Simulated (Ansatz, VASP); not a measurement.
One calculation of InO, two programs

```
In O
1.0
     3.34404    0.00000    0.00000
    -1.67202    2.89602    0.00000
     0.00000    0.00000   15.45572
In O
2 2
Direct
  0.66667 0.33333 0.58953
  0.66667 0.33333 0.41047
  0.00000 0.00000 0.63988
  0.00000 0.00000 0.36012
```

Change from the starting cell: strain -0.025 along x and y, -0.025 along z, atoms carried along.

Alike in both runs: task single point; functional PBE; dispersion D3(BJ); k mesh 12 × 12 × 2; occupations gaussian, width 0.05 eV; no spin polarisation.

|  | VASP | Ansatz |
| --- | --- | --- |
| version | VASP 6.6.1 | Ansatz 0.2.0 |
| potentials or method | VASP PAW PBE potentials, release 64 (In_d, O), cutoff 520 eV | scalar-relativistic, plane waves, PAW |
| valence electrons in the cell | 38 | 38 |

```tsv
	VASP	Ansatz	Ansatz less VASP
gap on the k mesh at the Fermi level (eV)	0.51	0.52	+0.009
least direct gap on the mesh (eV)	1.42	1.43	+0.011
rms of the force components (eV/Å)	0.347	0.325	-0.0223
```

Atom by atom the forces differ by 0.023 eV/Å (rms over components).
